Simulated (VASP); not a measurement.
# BP (I-4m2) in VASP: notebook

The runs below take BP through single point, with r2SCAN.

Program: VASP 6.6.1. These are calculated values, not measurements. Logs are shortened: lines on timing, memory, paths and dates and some standing lists are left out, and cuts for length are marked.

## Step 1: The cell of the first run

The structure is tetragonal, space group I-4m2 (No. 119). The conventional cell has a = 2.939 Å, b = 2.939 Å, c = 5.404 Å, α = 90.00°, β = 90.00°, γ = 90.00°. B (site symmetry -4m2) has 4 P at 2.00 Å within 2.6 Å. Within 2.6 Å of P (site symmetry -4m2) lie 4 B at 2.00 Å.

## Step 2: Single point, r2SCAN

Contents of POSCAR:

```
BP
1.0
    0.0000000000      2.0783228931      2.7018197610
    2.0783228931      0.0000000000      2.7018197610
    2.0783228931      2.0783228931      0.0000000000
B P
1 1
Direct
    0.0000000000      0.0000000000      0.0000000000
    0.7500000000      0.7500000000      0.7500000000
```

Contents of INCAR.step1:

```
SYSTEM = BP
  PREC = Accurate
  ENCUT = 520
  ISMEAR = 0
  SIGMA = 0.05
  LREAL = .FALSE.
  LASPH = .TRUE.
  NELM = 60
  NBANDS = 11
  GGA = PE
  ALGO = Normal
  EDIFF = 1E-4
  LWAVE = .TRUE.
  LCHARG = .FALSE.
```

Contents of INCAR.step2:

```
SYSTEM = BP
  PREC = Accurate
  ENCUT = 520
  EDIFF = 1E-6
  ISMEAR = 0
  SIGMA = 0.05
  LREAL = .FALSE.
  LASPH = .TRUE.
  NELM = 60
  ALGO = Normal
  ISIF = 2
  LWAVE = .FALSE.
  LCHARG = .FALSE.
  METAGGA = R2SCAN
  LMIXTAU = .TRUE.
  NBANDS = 11
  ISTART = 1
```

Contents of KPOINTS:

```
regular mesh
0
G
  12 12 12
  0 0 0
```

Potentials or basis: VASP PAW PBE potentials, release 64 (B, P).

Started as:

```console
cat potpaw_PBE.64/B/POTCAR potpaw_PBE.64/P/POTCAR > POTCAR
cp INCAR.step1 INCAR
mpirun -np 1 vasp_std > vasp.out
cp INCAR.step2 INCAR
mpirun -np 1 vasp_std > vasp.out
```

OUTCAR:

```text
SYSTEM = BP
   PREC = Accurate
   ENCUT = 520
   EDIFF = 1E-6
   ISMEAR = 0
   LREAL = .FALSE.
   LASPH = .TRUE.
   NELM = 60
   ISIF = 2
   METAGGA = R2SCAN
   ISTART = 1

 ion  position               nearest neighbor table
   1  0.000  0.000  0.000-   2 2.00   2 2.00   2 2.00   2 2.00
   2  0.750  0.750  0.750-   1 2.00   1 2.00   1 2.00   1 2.00

  LATTYP: Found a body centered tetragonal cell.
 ALAT       =     2.9391924224
 C/A-ratio  =     1.8384776311

  Lattice vectors:

 A1 = (  -2.0783228931,   0.0000000000,   2.7018197610)
 A2 = (   2.0783228931,   0.0000000000,   2.7018197610)
 A3 = (   0.0000000000,   2.0783228931,  -2.7018197610)

Analysis of symmetry for initial positions (statically):
=====================================================================
 Subroutine PRICEL returns:
 Original cell was already a primitive cell.

 Routine SETGRP: Setting up the symmetry group for a
 body centered tetragonal supercell.

 Subroutine GETGRP returns: Found  8 space group operations
 (whereof  8 operations were pure point group operations)
 out of a pool of 16 trial point group operations.

The static configuration has the point symmetry D_2d.

Analysis of symmetry for dynamics (positions and initial velocities):
=====================================================================
 Subroutine PRICEL returns:
 Original cell was already a primitive cell.

 Routine SETGRP: Setting up the symmetry group for a
 body centered tetragonal supercell.

 Subroutine GETGRP returns: Found  8 space group operations
 (whereof  8 operations were pure point group operations)
 out of a pool of 16 trial point group operations.

The dynamic configuration has the point symmetry D_2d.

 Subroutine INISYM returns: Found  8 space group operations
 (whereof  8 operations are pure point group operations),
 and found     1 'primitive' translations

----------------------------------------------------------------------------------------

                                     Primitive cell

  volume of cell :      23.3406

  direct lattice vectors                    reciprocal lattice vectors
     0.000000000  2.078322893  2.701819761    -0.240578594  0.240578594  0.185060457
     2.078322893  0.000000000  2.701819761     0.240578594 -0.240578594  0.185060457
     2.078322893  2.078322893  0.000000000     0.240578594  0.240578594 -0.185060457

  length of vectors
     3.408702989  3.408702989  2.939192422     0.387302844  0.387302844  0.387302844

  position of ions in fractional coordinates (direct lattice)
[... 83 lines left out ...]
   IBRION =     -1    ionic relax: 0-MD 1-quasi-New 2-CG
   NFREE  =      0    steps in history (QN), initial steepest desc. (CG)
   ISIF   =      2    stress and relaxation
   ISYM   =      2    0-nonsym 1-usesym 2-fastsym
   POTIM  = 0.5000    time-step for ionic-motion
   TEBEG  =    0.0;   TEEND  =   0.0 temperature during run
   PSTRESS=    0.0 pullay stress
   NELECT =       8.0000    total number of electrons
   NUPDOWN=      -1.0000    fix difference up-down
   EMIN   =  10.00;   EMAX   =-10.00  energy-range for DOS
   EFERMI =   0.00;   METHOD = LEGACY
   ISMEAR =     0;   SIGMA  =   0.05  broadening in eV -4-tet -1-fermi 0-gaus
   EFERMI_NEDOS =   21; number of points for ismear=-14 and -15
   IALGO  =     38    algorithm
   IMIX   =      4    mixing-type and parameters
     AMIX     =   0.40;   BMIX     =  1.00
     AMIX_MAG =   1.60;   BMIX_MAG =  1.00
  volume/ion in A,a.u.               =      11.67        78.76
  Fermi-wavevector in a.u.,A,eV,Ry     =   1.145691  2.165041 17.859102  1.312607
  Thomas-Fermi vector in A             =   2.282378
   LORBIT       =      0    0 simple, 1 ext, 2 COOP (PROOUT), +10 PAW based schemes
   METAGGA = R2SCAN    functional components
   LHFCALC =     F    Hartree Fock is set to
   AEXX    =    0.0000 exact exchange contribution
   IVDW    =     0    specifies the selected vdW correction
   LEPSILON=     F    determine dielectric tensor
   LRPA    =     F    only Hartree local field effects (RPA)
 non-spin polarized calculation
 Gauss-broadening in eV      SIGMA  =   0.05
  energy-cutoff  :      520.00
  volume of cell :       23.34
 maximum number of plane-waves:       646
 NGX is ok and might be reduce to    28

 number of electron       8.0000000 magnetization

 Free energy of the ion-electron system (eV)
  ---------------------------------------------------
  ext. energy  EPLUGINS =         0.00000000
  ---------------------------------------------------
  free energy    TOTEN  =       -16.14730121 eV

  energy without entropy =      -16.14682271  energy(sigma->0) =      -16.14706196

 E-fermi :   8.4344     XC(G=0): -11.5707

 val. band max:        8.4087734361   @ k =   0.5000  -0.0000   0.4167
 cond. band min:       8.4665912378   @ k =   0.4167   0.0000   0.3333
 fundamental gap:      0.0578178017
 Fermi energy:         8.4343668795

 k-point     1 :       0.0000    0.0000    0.0000
  band No.  band energies     occupation
      1      -8.8031      2.00000
      2       5.1379      2.00000
      3       8.7746      0.00000
      4       8.7746      0.00000
      5      11.0777      0.00000
      6      11.0777      0.00000
      7      12.3809      0.00000
      8      12.6828      0.00000
      9      17.9540      0.00000
     10      19.9179      0.00000
     11      20.3202      0.00000
[... 309 lines left out ...]
 k-point    24 :      -0.4167    0.1667    0.0000
  band No.  band energies     occupation
      1      -4.8622      2.00000
      2      -1.6734      2.00000
      3       1.7033      2.00000
      4       7.3389      2.00000
      5      11.1179      0.00000
      6      14.2479      0.00000
      7      15.1025      0.00000
      8      18.1070      0.00000
      9      21.0195      0.00000
     10      21.9262      0.00000
     11      24.2471      0.00000

 [... further k-points ...]
[... 5 lines left out ...]
  --------------------------------------------------------------------------------------
  -------------------------------------------------------------------------------------
  Total        4.5724641      4.5724641     -9.4254972      0.0000000      0.0000000      0.0000000
  in kB      313.8690333    313.8690333   -646.9972552      0.0000000      0.0000000      0.0000000
  external PRESSURE =      -6.4197296 kB  Pullay stress =       0.0000000 kB

 VOLUME and BASIS-vectors are now :
 -----------------------------------------------------------------------------
  energy-cutoff  :      520.00
  volume of cell :       23.34
      direct lattice vectors                 reciprocal lattice vectors
     0.000000000  2.078322893  2.701819761    -0.240578594  0.240578594  0.185060457
     2.078322893  0.000000000  2.701819761     0.240578594 -0.240578594  0.185060457
     2.078322893  2.078322893  0.000000000     0.240578594  0.240578594 -0.185060457

 POSITION                                       TOTAL-FORCE (eV/Angst)
 -----------------------------------------------------------------------------------
      0.00000      0.00000      0.00000         0.000000      0.000000      0.000000
      3.11748      3.11748      4.05273        -0.000000     -0.000000      0.000000
 -----------------------------------------------------------------------------------
    total drift:                               -0.000011     -0.000011     -0.000022

  FREE ENERGIE OF THE ION-ELECTRON SYSTEM (eV)
  ---------------------------------------------------
  free  energy   TOTEN  =       -16.1473012082 eV

  energy  without entropy=      -16.1468227143  energy(sigma->0) =      -16.14706196
```

OSZICAR.step1:

```text
N       E                     dE             d eps       ncg     rms          rms(c)
DAV:   1     0.930627492643E+01    0.93063E+01   -0.39597E+03  3586   0.658E+02
DAV:   2    -0.117948926606E+02   -0.21101E+02   -0.20145E+02  4766   0.107E+02
DAV:   3    -0.124386180820E+02   -0.64373E+00   -0.64117E+00  4614   0.161E+01
DAV:   4    -0.124410575328E+02   -0.24395E-02   -0.24392E-02  4143   0.115E+00
DAV:   5    -0.124410700365E+02   -0.12504E-04   -0.12503E-04  4446   0.824E-02    0.689E+00
DAV:   6    -0.119285929297E+02    0.51248E+00   -0.13999E+00  4105   0.476E+00    0.369E+00
DAV:   7    -0.118631712451E+02    0.65422E-01   -0.13585E-01  4532   0.197E+00    0.145E+00
DAV:   8    -0.118548879188E+02    0.82833E-02   -0.23252E-02  4189   0.832E-01    0.227E-01
DAV:   9    -0.118551076412E+02   -0.21972E-03   -0.77943E-04  4174   0.184E-01    0.123E-01
DAV:  10    -0.118552062932E+02   -0.98652E-04   -0.19383E-04  3955   0.890E-02
   1 F= -.11855206E+02 E0= -.11854960E+02  d E =-.492758E-03
```

It took 3.8 min on 1 thread of AMD EPYC 7R43 (Zen 3), shared host; peak memory 0.14 GiB.

Results:

```
Free energy            : -16.1473 eV
Pressure               : -0.6 GPa
Band gap on the k mesh : zero (band 4 reaches 8.80 eV, above the bottom of band 5 at 8.06 eV)
```

Levels at points of the mesh, in eV from the Fermi level:
```tsv
k point	band 1	band 2	band 3	band 4	band 5	band 6	band 7	band 8
(0.00, 0.00, 0.00)	-17.24	-3.30	0.34	0.34	2.64	2.64	3.95	4.25
(0.50, 0.00, 0.00)	-13.59	-10.37	-4.66	-0.59	0.06	5.53	6.40	10.14
(0.50, 0.50, 0.00)	-13.77	-11.46	-3.08	-3.08	2.72	3.81	11.62	11.62
(0.50, 0.00, 0.50)	-10.98	-9.17	-6.19	-5.57	-0.09	-0.08	7.97	10.90
```

Caveat: the PAW data sets were made with another functional, which shifts forces and pressure a little.

## Step 3: Single point, r2SCAN

This run uses another cell than the first one, of the same volume but with other edges.

Contents of POSCAR:

```
BP
1.0
    0.0000000000      2.3321950171      2.1456194157
    2.3321950171      0.0000000000      2.1456194157
    2.3321950171      2.3321950171      0.0000000000
B P
1 1
Direct
    0.0000000000      0.0000000000      0.0000000000
    0.7500000000      0.7500000000      0.7500000000
```

Contents of INCAR.step1:

```
  PREC = Accurate
  ENCUT = 520
  ISMEAR = 0
  SIGMA = 0.05
  LREAL = False
  LASPH = True
  NELM = 100
  NBANDS = 11
  GGA = PE
  ALGO = Normal
  EDIFF = 1E-4
  LWAVE = True
  LCHARG = False
```

Contents of INCAR.step2:

```
  PREC = Accurate
  ENCUT = 520
  EDIFF = 1E-6
  ISMEAR = 0
  SIGMA = 0.05
  LREAL = False
  LASPH = True
  NELM = 100
  ALGO = Normal
  ISIF = 2
  LWAVE = False
  LCHARG = True
  METAGGA = R2SCAN
  LMIXTAU = True
  LELF = True
  LVHAR = True
  NBANDS = 11
  ISTART = 1
```

Contents of KPOINTS:

```
Automatic mesh
0
Gamma
  12 12 12
```

Potentials or basis: VASP PAW PBE potentials, release 64 (B, P).

Started as:

```console
cat potpaw_PBE.64/B/POTCAR potpaw_PBE.64/P/POTCAR > POTCAR
cp INCAR.step1 INCAR
mpirun -np 1 vasp_std > vasp.out
cp INCAR.step2 INCAR
mpirun -np 1 vasp_std > vasp.out
```

Wall time 3.3 min (1 thread of AMD EPYC 7R43 (Zen 3), shared host); peak memory 0.14 GiB.

The run converged. Its results:

* Free energy: -17.2212 eV
* Pressure: -0.6 GPa
* Band gap on the k mesh: 0.16 eV, indirect (least direct gap 2.80 eV)

Stress tensor (GPa, compression positive):
```
-7.74  0.00  0.00
 0.00 -7.74  0.00
 0.00  0.00 13.67
```

Levels at points of the mesh, in eV from the valence-band top:
```tsv
k point	band 1	band 2	band 3	band 4	band 5	band 6	band 7	band 8	band 9
(0.00, 0.00, 0.00)	-16.80	-0.79	-0.79	0.00	2.80	3.33	3.33	7.40	11.00
(0.50, 0.00, 0.00)	-13.29	-10.03	-2.92	-1.87	3.06	4.08	5.50	10.49	13.92
(0.50, 0.50, 0.00)	-11.07	-9.12	-5.46	-5.46	0.37	0.59	12.47	12.47	16.38
(0.50, 0.00, 0.50)	-11.91	-9.92	-4.62	-4.46	1.37	1.81	11.46	13.07	14.81
```

Caveat: the PAW data sets were made with another functional, which shifts forces and pressure a little.
